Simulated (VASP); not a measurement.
# CaZn2Re2 in VASP: notebook

Runs on CaZn2Re2. Level: PBEsol. Tasks: single point.

Program: VASP 6.6.1. These are calculated values, not measurements. Logs are shortened: lines on timing, memory, paths and dates and some standing lists are left out, and cuts for length are marked.

**1. The cell of the first run**

The typed cell holds 5 atoms: a = 3.991 Å, b = 3.991 Å, c = 6.708 Å, α = 90.00°, β = 90.00°, γ = 120.00°.

**2. Single point, PBEsol**

File INCAR:

```
SYSTEM = CaZn2Re2
PREC     = Accurate       ! precision mode
ENCUT    = 520            ! plane-wave cutoff, eV
EDIFF    = 1E-7           ! SCF threshold, eV
ISMEAR   = -1             ! smearing method
SIGMA    = 0.15           ! smearing width, eV
LREAL    = .False.        ! projectors in reciprocal space
LASPH    = .True.         ! aspherical terms in the spheres
NELM     = 60             ! most SCF steps
ALGO     = Normal         ! electronic algorithm
ISIF     = 2              ! what is computed and relaxed
LWAVE    = .False.        ! write WAVECAR
LCHARG   = .True.         ! write CHGCAR
GGA      = PS             ! functional
LELF     = .True.         ! ELF
LVHAR    = .True.       
NBANDS   = 32             ! bands
```

File KPOINTS:

```
regular mesh
0
Gamma
  5 5 3
  0 0 0
```

File POSCAR:

```
CaZn2Re2
1.0
    3.9910650000      0.0000000000      0.0000000000
   -1.9955330000      3.4563650000      0.0000000000
    0.0000000000      0.0000000000      6.7077940000
Zn Ca Re
2 1 2
Direct
    0.3333000000      0.6667000000      0.6307000000
    0.6667000000      0.3333000000      0.3693000000
    0.0000000000      0.0000000000      0.0000000000
    0.3333000000      0.6667000000      0.2571000000
    0.6667000000      0.3333000000      0.7429000000
```

Potentials or basis: VASP PAW PBE potentials, release 64 (Zn, Ca_sv, Re).

On the command line:

```sh
$ cat potpaw_PBE.64/Zn/POTCAR potpaw_PBE.64/Ca_sv/POTCAR potpaw_PBE.64/Re/POTCAR > POTCAR
$ mpirun -np 1 vasp_std > vasp.out
```

OUTCAR:

```text
SYSTEM = CaZn2Re2
   PREC = Accurate
   ENCUT = 520
   EDIFF = 1E-7
   ISMEAR = -1
   LREAL = .False.
   LASPH = .True.
   NELM = 60
   ISIF = 2
   GGA = PS

 ion  position               nearest neighbor table
   1  0.333  0.667  0.631-   5 2.42   5 2.42   5 2.42   4 2.51   2 2.90   2 2.90   2 2.90
   2  0.667  0.333  0.369-   4 2.42   4 2.42   4 2.42   5 2.51   1 2.90   1 2.90   1 2.90
   3  0.000  0.000  0.000-   4 2.88   5 2.88   5 2.88   4 2.88   5 2.88   4 2.88
   4  0.333  0.667  0.257-   2 2.42   2 2.42   2 2.42   1 2.51   3 2.88   3 2.88   3 2.88
   5  0.667  0.333  0.743-   1 2.42   1 2.42   1 2.42   2 2.51   3 2.88   3 2.88   3 2.88

  LATTYP: Found a hexagonal cell.
 ALAT       =     3.9910650000
 C/A-ratio  =     1.6807027698

  Lattice vectors:

 A1 = (   3.9910650000,   0.0000000000,   0.0000000000)
 A2 = (  -1.9955330000,   3.4563650000,   0.0000000000)
 A3 = (   0.0000000000,   0.0000000000,   6.7077940000)

Analysis of symmetry for initial positions (statically):
=====================================================================
 Subroutine PRICEL returns:
 Original cell was already a primitive cell.

 Routine SETGRP: Setting up the symmetry group for a
 hexagonal supercell.

 Subroutine GETGRP returns: Found  4 space group operations
 (whereof  4 operations were pure point group operations)
 out of a pool of 24 trial point group operations.

The static configuration has the point symmetry C_2h.

Analysis of symmetry for dynamics (positions and initial velocities):
=====================================================================
 Subroutine PRICEL returns:
 Original cell was already a primitive cell.

 Routine SETGRP: Setting up the symmetry group for a
 hexagonal supercell.

 Subroutine GETGRP returns: Found  4 space group operations
 (whereof  4 operations were pure point group operations)
 out of a pool of 24 trial point group operations.

The dynamic configuration has the point symmetry C_2h.

 Subroutine INISYM returns: Found  4 space group operations
 (whereof  4 operations are pure point group operations),
 and found     1 'primitive' translations

----------------------------------------------------------------------------------------

                                     Primitive cell

  volume of cell :      92.5312

  direct lattice vectors                    reciprocal lattice vectors
     3.991065000  0.000000000  0.000000000     0.250559688  0.144660684  0.000000000
    -1.995533000  3.456365000  0.000000000     0.000000000  0.289321296  0.000000000
     0.000000000  0.000000000  6.707794000     0.000000000  0.000000000  0.149080309

  length of vectors
     3.991065000  3.991066395  6.707794000     0.289321397  0.289321296  0.149080309

  position of ions in fractional coordinates (direct lattice)
     0.333300000  0.666700000  0.630700000
     0.666700000  0.333300000  0.369300000
     0.000000000  0.000000000  0.000000000
     0.333300000  0.666700000  0.257100000
     0.666700000  0.333300000  0.742900000

  ion indices of the primitive-cell ions
   primitive index   ion index
                 1           1
                 2           2
                 3           3
                 4           4
                 5           5

----------------------------------------------------------------------------------------

 KPOINTS: regular mesh

Automatic generation of k-mesh.
 Grid dimensions read from file:
 generate k-points for:    5    5    3

 Generating k-lattice:

  Cartesian coordinates                     Fractional coordinates (reciprocal lattice)
     0.050111938  0.028932137  0.000000000     0.200000000 -0.000000000  0.000000000
     0.000000000  0.057864259  0.000000000     0.000000000  0.200000000  0.000000000
     0.000000000  0.000000000  0.049693436     0.000000000  0.000000000  0.333333333

  Length of vectors
     0.057864279  0.057864259  0.049693436

  Shift w.r.t. Gamma in fractional coordinates (k-lattice)
     0.000000000  0.000000000  0.000000000

 Subroutine IBZKPT returns following result:
 ===========================================

 Found     24 irreducible k-points:

 Following reciprocal coordinates:
            Coordinates               Weight
  0.000000  0.000000  0.000000      1.000000
  0.200000  0.000000  0.000000      4.000000
 -0.200000  0.200000  0.000000      2.000000
  0.400000 -0.000000  0.000000      4.000000
 -0.400000  0.400000  0.000000      2.000000
  0.200000  0.200000  0.000000      2.000000
[... 16 lines left out ...]
  0.400000  0.400000  0.333333      4.000000
 -0.400000 -0.200000  0.333333      4.000000
   k-points           NKPTS =     24   k-points in BZ     NKDIM =     24   number of bands    NBANDS=     32
   number of dos      NEDOS =    301   number of ions     NIONS =      5
   total plane-waves  NPLWV =  45000
   dimension x,y,z NGX =    30 NGY =   30 NGZ =   50
   dimension x,y,z NGXF=    60 NGYF=   60 NGZF=  100
   ions per type =               2   1   2
   NGX,Y,Z   is equivalent  to a cutoff of  12.50, 12.50, 12.39 a.u.
   NGXF,Y,Z  is equivalent  to a cutoff of  24.99, 24.99, 24.78 a.u.
 SYSTEM =  CaZn2Re2
   PREC   = accura    normal or accurate (medium, high low for compatibility)
   ISTART =      0    job   : 0-new  1-cont  2-samecut
   ICHARG =      2    charge: 1-file 2-atom 10-const
   ISPIN  =      1    spin polarized calculation?
   LNONCOLLINEAR =      F non collinear calculations
   LSORBIT =      F    spin-orbit coupling
   LASPH  =      T    aspherical Exc in radial PAW
   ENCUT  =  520.0 eV  38.22 Ry    6.18 a.u.   7.42  7.42 12.47*2*pi/ulx,y,z
   NELM   =     60;   NELMIN=  2; NELMDL= -5     # of ELM steps
   EDIFF  = 0.1E-06   stopping-criterion for ELM
   LREAL  =      F    real-space projection
   EDIFFG = 0.1E-05   stopping-criterion for IOM
   NSW    =      0    number of steps for IOM
   IBRION =     -1    ionic relax: 0-MD 1-quasi-New 2-CG
   NFREE  =      0    steps in history (QN), initial steepest desc. (CG)
   ISIF   =      2    stress and relaxation
   ISYM   =      2    0-nonsym 1-usesym 2-fastsym
   POTIM  = 0.5000    time-step for ionic-motion
   TEBEG  =    0.0;   TEEND  =   0.0 temperature during run
   PSTRESS=    0.0 pullay stress
   NELECT =      48.0000    total number of electrons
   NUPDOWN=      -1.0000    fix difference up-down
   EMIN   =  10.00;   EMAX   =-10.00  energy-range for DOS
   EFERMI =   0.00;   METHOD = LEGACY
   ISMEAR =    -1;   SIGMA  =   0.15  broadening in eV -4-tet -1-fermi 0-gaus
   EFERMI_NEDOS =   21; number of points for ismear=-14 and -15
   IALGO  =     38    algorithm
   IMIX   =      4    mixing-type and parameters
     AMIX     =   0.40;   BMIX     =  1.00
     AMIX_MAG =   1.60;   BMIX_MAG =  1.00
  volume/ion in A,a.u.               =      18.51       124.89
  Fermi-wavevector in a.u.,A,eV,Ry     =   1.315404  2.485753 23.541998  1.730288
  Thomas-Fermi vector in A             =   2.445589
   LORBIT       =      0    0 simple, 1 ext, 2 COOP (PROOUT), +10 PAW based schemes
   GGA     = PS    functional components
   LHFCALC =     F    Hartree Fock is set to
   AEXX    =    0.0000 exact exchange contribution
   IVDW    =     0    specifies the selected vdW correction
   LEPSILON=     F    determine dielectric tensor
   LRPA    =     F    only Hartree local field effects (RPA)
 non-spin polarized calculation
  energy-cutoff  :      520.00
  volume of cell :       92.53
 maximum number of plane-waves:      2539
 NGX is ok and might be reduce to    30
   NGX = 15   NGY = 15   NGZ = 25

 number of electron      47.9999999 magnetization

 Free energy of the ion-electron system (eV)
  ---------------------------------------------------
  ext. energy  EPLUGINS =         0.00000000
  ---------------------------------------------------
  free energy    TOTEN  =       -24.03348795 eV

  energy without entropy =      -23.43282609  energy(sigma->0) =      -23.73315702

 E-fermi :   3.3490     XC(G=0): -11.3611

 val. band max:        3.3428940127   @ k =  -0.2000   0.2000   0.3333
 cond. band min:       3.3508940124   @ k =   0.2000   0.0000   0.0000
 fundamental gap:      0.0079999997
 Fermi energy:         3.3490493586

 k-point     1 :       0.0000    0.0000    0.0000
  band No.  band energies     occupation
      1     -35.6528      2.00000
      2     -16.9282      2.00000
      3     -16.8352      2.00000
      4     -16.8351      2.00000
      5      -4.6355      2.00000
      6      -3.8706      2.00000
[... 24 lines left out ...]
     31       9.2698      0.00000
     32       9.2704      0.00000

 k-point     2 :       0.2000    0.0000    0.0000
  band No.  band energies     occupation
      1     -35.6497      2.00000
      2     -16.9199      2.00000
      3     -16.8779      2.00000
      4     -16.8448      2.00000
      5      -4.1316      2.00000
      6      -3.8829      2.00000
[... 24 lines left out ...]
     31       8.8796      0.00000
     32       8.9354      0.00000

 k-point     3 :      -0.2000    0.2000    0.0000
  band No.  band energies     occupation
      1     -35.6497      2.00000
      2     -16.9199      2.00000
      3     -16.8779      2.00000
      4     -16.8447      2.00000
      5      -4.1318      2.00000
      6      -3.8827      2.00000
[... 24 lines left out ...]
     31       8.8793      0.00000
     32       8.9354      0.00000

 k-point     4 :       0.4000   -0.0000    0.0000
  band No.  band energies     occupation
      1     -35.6447      2.00000
      2     -16.9454      2.00000
      3     -16.9070      2.00000
      4     -16.8604      2.00000
      5      -3.9156      2.00000
      6      -3.8156      2.00000
[... 654 lines left out ...]
     31       7.0593      0.00000
     32       7.4520      0.00000

 k-point    23 :       0.4000    0.4000    0.3333
  band No.  band energies     occupation
      1     -35.6432      2.00000
      2     -16.9416      2.00000
      3     -16.9033      2.00000
      4     -16.8894      2.00000
      5      -3.8927      2.00000
      6      -3.7974      2.00000
[... 24 lines left out ...]
     31       7.0590      0.00000
     32       7.4525      0.00000

 k-point    24 :      -0.4000   -0.2000    0.3333
  band No.  band energies     occupation
      1     -35.6432      2.00000
      2     -16.9416      2.00000
      3     -16.9033      2.00000
      4     -16.8894      2.00000
      5      -3.8927      2.00000
      6      -3.7976      2.00000
[... 24 lines left out ...]
     31       7.0591      0.00000
     32       7.4522      0.00000

------------------------ aborting loop because EDIFF is reached ----------------------------------------

  FORCE on cell =-STRESS in cart. coord.  units (eV):
  Direction    XX          YY          ZZ          XY          YZ          ZX
  --------------------------------------------------------------------------------------
  -------------------------------------------------------------------------------------
  Total        4.9129864      4.9238992      3.9536072      0.0094468      0.0027832     -0.0048207
  in kB       85.0683539     85.2573092     68.4567034      0.1635713      0.0481917     -0.0834700
  external PRESSURE =      79.5941222 kB  Pullay stress =       0.0000000 kB

 VOLUME and BASIS-vectors are now :
 -----------------------------------------------------------------------------
  energy-cutoff  :      520.00
  volume of cell :       92.53
      direct lattice vectors                 reciprocal lattice vectors
     3.991065000  0.000000000  0.000000000     0.250559688  0.144660684  0.000000000
    -1.995533000  3.456365000  0.000000000     0.000000000  0.289321296  0.000000000
     0.000000000  0.000000000  6.707794000     0.000000000  0.000000000  0.149080309

 POSITION                                       TOTAL-FORCE (eV/Angst)
 -----------------------------------------------------------------------------------
     -0.00020      2.30436      4.23061         0.004275     -0.002468     -0.168074
      1.99573      1.15201      2.47719        -0.004275      0.002468      0.168074
      0.00000      0.00000      0.00000        -0.000000      0.000000      0.000000
     -0.00020      2.30436      1.72457         0.004417     -0.002550     -0.841980
      1.99573      1.15201      4.98322        -0.004417      0.002550      0.841980
 -----------------------------------------------------------------------------------
    total drift:                               -0.000000      0.000000      0.000000

  FREE ENERGIE OF THE ION-ELECTRON SYSTEM (eV)
  ---------------------------------------------------
  free  energy   TOTEN  =       -24.0334879532 eV

  energy  without entropy=      -23.4328260888  energy(sigma->0) =      -23.73315702
```

Run time: 2.5 min. Hardware: 1 thread of Oxide Virtual Turin-like, shared host; peak memory 0.21 GiB.

Results:

| Item | Value |
| --- | --- |
| Free energy | -24.0335 eV |
| Pressure | 8.0 GPa |
| Largest force | 0.842 eV/Å |
| Band gap on the k mesh | zero (bands 24 and 25 overlap by 0.02 eV) |

Forces on the atoms (eV/Å):
```
Zn   0.004 -0.002 -0.168
Zn  -0.004  0.002  0.168
Ca   0.000  0.000  0.000
Re   0.004 -0.003 -0.842
Re  -0.004  0.003  0.842
```

Caveat: the k points lie up to 0.36 Å⁻¹ apart; the PAW data sets were made with another functional, which shifts forces and pressure a little; spin-orbit coupling is left out, which moves the levels of the heavy elements.

**3. Single point, PBEsol, collinear spin**

File INCAR:

```
SYSTEM = CaZn2Re2
PREC = Accurate ; ENCUT = 520
EDIFF = 1E-6 ; ISMEAR = -1
SIGMA = 0.1 ; LREAL = .False.
LASPH = .True. ; NELM = 150
ALGO = Normal ; ISIF = 2
LWAVE = .False. ; LCHARG = .True.
ISPIN = 2 ; MAGMOM = 2 2 3 1 3
LORBIT = 11 ; LMAXMIX = 4
GGA = PS ; LELF = .True.
LVHAR = .True. ; NBANDS = 36
```

File KPOINTS:

```
Automatic mesh
0
Gamma
  5 5 3
  0 0 0
```

POSCAR is that of step 2.

Potentials or basis: VASP PAW PBE potentials, release 64 (Zn, Ca_sv, Re).

On the command line:

```sh
$ cat potpaw_PBE.64/Zn/POTCAR potpaw_PBE.64/Ca_sv/POTCAR potpaw_PBE.64/Re/POTCAR > POTCAR
$ mpirun -np 1 vasp_std > vasp.out
```

It took 8.5 min on 1 thread of Oxide Virtual Turin-like, shared host; peak memory 0.29 GiB.

The run converged. Its results:

```
Free energy                                           : -23.9368 eV
Pressure                                              : 9.7 GPa
Largest force                                         : 0.401 eV/Å
Net moment                                            : 3.60 μB per cell
Site moments                                          : Zn +0.04; Ca +0.07; Re +1.63 μB
Valence electrons inside the program's atomic spheres : Zn 11.07; Ca 8.34; Re 5.89
```

Forces in eV/Å, atoms in the order of the input:
```
Zn   0.004 -0.003 -0.145
Zn  -0.004  0.003  0.145
Ca   0.000  0.000  0.001
Re   0.004 -0.003 -0.401
Re  -0.004  0.003  0.401
```

Stress tensor (GPa, compression positive):
```
10.32  0.02 -0.01
 0.02 10.34  0.01
-0.01  0.01  8.30
```

Levels at points of the mesh, in eV from the Fermi level:
Spin up:
```csv
k point,band 22,band 23,band 24,band 25,band 26,band 27,band 28,band 29,band 30,band 31
"(0.00, 0.00, 0.00)",-1.63,-1.12,-1.12,-0.22,-0.22,0.06,3.81,3.81,5.42,5.69
```
Spin down:
| k point | band 20 | band 21 | band 22 | band 23 | band 24 | band 25 |
| --- | --- | --- | --- | --- | --- | --- |
| (0.00, 0.00, 0.00) | -1.34 | -0.88 | -0.88 | -0.17 | -0.17 | 0.92 |

Caveat: the k points lie up to 0.36 Å⁻¹ apart; the PAW data sets were made with another functional, which shifts forces and pressure a little; spin-orbit coupling is left out, which moves the levels of the heavy elements.
